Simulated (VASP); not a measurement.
Input of a VASP 6.6.1 run:

INCAR

```
  ALGO = Normal
  EDIFF = 1E-6
  ENCUT = 520
  ISIF = 2
  ISMEAR = 0
  LASPH = True
  LCHARG = False
  LREAL = False
  LWAVE = False
  NBANDS = 8
  NELM = 100
  PREC = Accurate
  SIGMA = 0.15
```

File KPOINTS:

```
k-points
0
Gamma
  22 22 22
```

POSCAR

```
Al
1.0
   -1.5564949205      1.5564949205      1.8074019016
    1.5564949205     -1.5564949205      1.8074019016
    1.5564949205      1.5564949205     -1.8074019016
Al
1
Direct
    0.0000000000      0.0000000000      0.0000000000
```

Potentials or basis: VASP PAW LDA potentials, release 64 (Al).

Launch:

```console
$ cat potpaw_LDA.64/Al/POTCAR > POTCAR
$ mpirun -np 1 vasp_std > vasp.out
```

(1) Predict the pressure.

Answers

(1) -5.3 GPa.
